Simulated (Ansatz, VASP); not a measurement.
# Two plane-wave programs on AlN

```
Al N
1.0
     3.13024    0.00000    0.03522
    -1.56512    2.71087   -0.01761
     0.05645    0.00000    5.01798
Al N
2 2
Cartesian
  0.0001 1.8072 0.0087
  1.5934 0.9036 2.5353
  0.0216 1.8072 1.9232
  1.6150 0.9036 4.4498
```

Change from the starting cell: strain +0.0225 x Voigt [0, 0, 0, 0, 1, 0], atoms carried along.

Alike in both runs: task single point; functional PBE; k mesh 12 × 12 × 6; occupations gaussian, width 0.05 eV; no spin polarisation.

```csv
,VASP,Ansatz
version,VASP 6.6.1,Ansatz 0.2.0
potentials or method,"VASP PAW PBE potentials, release 64 (Al, N), cutoff 520 eV","scalar-relativistic, plane waves, PAW"
valence electrons in the cell,16,16
```

```csv
,VASP,Ansatz,Ansatz less VASP
gap on the k mesh at the Fermi level (eV),4.02,4.01,-0.009
least direct gap on the mesh (eV),4.02,4.01,-0.009
pressure (GPa),-0.2,0.0,+0.26
"traceless stress, the component that is largest in VASP (GPa)",-2.80,-2.79,+0.017
rms of the force components (eV/Å),0.063,0.063,-0.0003
```

Atom by atom the forces differ by 0.000 eV/Å (rms over components).
